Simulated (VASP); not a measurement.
Write the native input for VASP 6.6.1 that does the following.

```
Task                   : single point
Functional             : r2SCAN
Potentials or basis    : VASP PAW PBE potentials, release 64 (Sb)
Cutoff                 : 520 eV
k mesh                 : 10 × 10 × 10
Occupations            : fermi-dirac, width 0.05 eV
Spin                   : no spin polarisation
Dipole correction      : no
Further INCAR settings : ALGO = Normal; EDIFF = 1e-06; NBANDS = 8
```

Crystal: Sb.

```xyz
1
Lattice="0.0000 2.3553 2.3553 2.3553 0.0000 2.3553 2.3553 2.3553 0.0000" Properties=species:S:1:pos:R:3 pbc="T T T"
Sb    0.0000    0.0000    0.0000
```

These files were run (other wordings do the same):

POSCAR

```
Sb
1.0
    0.0000000000      2.3553276627      2.3553276627
    2.3553276627      0.0000000000      2.3553276627
    2.3553276627      2.3553276627      0.0000000000
Sb
1
Direct
    0.0000000000      0.0000000000      0.0000000000
```

INCAR.step1

```
SYSTEM = Sb
ALGO = Normal ; EDIFF = 1E-4
ENCUT = 520 ; GGA = PE
ISMEAR = -1 ; LASPH = .TRUE.
LCHARG = .FALSE. ; LREAL = .FALSE.
LWAVE = .TRUE. ; NBANDS = 8
NELM = 60 ; PREC = Accurate
SIGMA = 0.05
```

INCAR.step2

```
SYSTEM = Sb
ALGO = Normal ; EDIFF = 1E-6
ENCUT = 520 ; ISIF = 2
ISMEAR = -1 ; ISTART = 1
LASPH = .TRUE. ; LCHARG = .TRUE.
LELF = .TRUE. ; LMIXTAU = .TRUE.
LREAL = .FALSE. ; LVHAR = .TRUE.
LWAVE = .FALSE. ; METAGGA = R2SCAN
NBANDS = 8 ; NELM = 60
PREC = Accurate ; SIGMA = 0.05
```

KPOINTS

```
k-points
0
G
  10 10 10
  0 0 0
```

Potentials or basis: VASP PAW PBE potentials, release 64 (Sb).

Launch:

```sh
$ cat potpaw_PBE.64/Sb/POTCAR > POTCAR
$ cp INCAR.step1 INCAR
$ mpirun -np 1 vasp_std > vasp.out
$ cp INCAR.step2 INCAR
$ mpirun -np 1 vasp_std > vasp.out
```

Results of the run:

| Quantity | Value |
| --- | --- |
| Pressure | 2.4 GPa |

Caveat: the PAW data sets were made with another functional, which shifts forces and pressure a little.

Wall time 34 s on 1 thread of Intel Xeon 6975P-C, on a shared host, peak memory 0.16 GiB.
